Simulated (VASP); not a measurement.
Set up this calculation in VASP 6.6.1, as the native input.

```
Task                   : single point
Functional             : PBE
Potentials or basis    : VASP PAW PBE potentials, release 64 (Re, Pd)
Cutoff                 : 520 eV
k mesh                 : 14 × 14 × 14
Occupations            : gaussian, width 0.1 eV
Spin                   : no spin polarisation
Dipole correction      : no
Further INCAR settings : ALGO = Fast; EDIFF = 1e-06; NBANDS = 19
```

The structure of Re2Pd lies in POSCAR:

```
Re2Pd
1.0
    0.0000000000      2.9716152743      2.9716152743
    2.9716152743      0.0000000000      2.9716152743
    2.9716152743      2.9716152743      0.0000000000
Re Pd
2 1
Direct
    0.2500000000      0.2500000000      0.2500000000
    0.7500000000      0.7500000000      0.7500000000
    0.0000000000      0.0000000000      0.0000000000
```

These files were run (other wordings do the same):

INCAR

```
SYSTEM = Re2Pd
PREC     = Accurate       ! precision mode
ENCUT    = 520            ! plane-wave cutoff, eV
EDIFF    = 1E-6           ! SCF threshold, eV
ISMEAR   = 0              ! smearing method
SIGMA    = 0.1            ! smearing width, eV
LREAL    = .False.        ! projectors in reciprocal space
LASPH    = .True.         ! aspherical terms in the spheres
NELM     = 100            ! most SCF steps
ALGO     = Fast           ! electronic algorithm
ISIF     = 2              ! what is computed and relaxed
LWAVE    = .False.        ! write WAVECAR
LCHARG   = .False.        ! write CHGCAR
GGA      = PE             ! functional
NBANDS   = 19             ! bands
```

KPOINTS

```
Automatic mesh
0
Gamma
  14 14 14
  0 0 0
```

Potentials or basis: VASP PAW PBE potentials, release 64 (Re, Pd).

Launch:

```bash
$ cat potpaw_PBE.64/Re/POTCAR potpaw_PBE.64/Pd/POTCAR > POTCAR
$ mpirun -np 1 vasp_std > vasp.out
```

It gave:

| Quantity | Value |
| --- | --- |
| Pressure | -1.0 GPa |
| Band gap on the k mesh | zero (bands 12 and 13 overlap by 2.10 eV) |

Caveat: spin-orbit coupling is left out, which moves the levels of the heavy elements.

It took 3 min on 1 thread of Intel Xeon 8259CL (shared host), peak memory 0.26 GiB.
